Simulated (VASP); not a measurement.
Li:

```
CELL_PARAMETERS angstrom
3.11100 0.00000 0.00000
-1.55550 2.69421 0.00000
0.00000 0.00000 5.09300
ATOMIC_POSITIONS crystal
Li 0.33333 0.66667 0.25000
Li 0.66667 0.33333 0.75000
```

* Program: VASP 6.6.1
* Task: relaxation of cell and atoms
* Functional: LDA
* Potentials or basis: VASP PAW LDA potentials, release 64 (Li_sv)
* Cutoff: 600 eV
* k mesh: 15 × 15 × 8
* Occupations: gaussian, width 0.1 eV
* Spin: no spin polarisation

At the start: pressure -1.6 GPa; volume 21.34 Å³/atom.

Problem. Where does the relaxation end?

Solution. Over 6 steps the energy falls by 14.6 meV/atom and the volume is 18.70 Å³/atom (-12.4 %); space group P6_3/mmc (No. 194, to 0.05 Å).

Step by step:
| step | energy change (eV) | largest force (eV/Å) | pressure (GPa) | volume (Å³) |
| --- | --- | --- | --- | --- |
| 1 | 0.0000 | 0.0000 | -1.58 | 42.69 |
| 2 | -0.0116 | 0.0000 | -1.29 | 41.40 |
| 3 | -0.0273 | 0.0000 | -0.47 | 38.61 |
| 4 | -0.0051 | 0.0000 | 2.11 | 33.41 |
| 5 | -0.0291 | 0.0000 | -0.05 | 37.51 |
| 6 | -0.0291 | 0.0000 | 0.00 | 37.40 |

Final structure:
```
CELL_PARAMETERS angstrom
2.97618 0.00000 0.00000
-1.48809 2.57745 0.00000
0.00000 0.00000 4.87493
ATOMIC_POSITIONS crystal
Li 0.33333 0.66667 0.25000
Li 0.66667 0.33333 0.75000
```

Caveat: the cutoff is under 1.25 times the usual one of these potentials, so pressure, stress and relaxed cells hold a basis-set (Pulay) error; the volume moved by -12 % from the deposited cell, more than functionals usually miss.
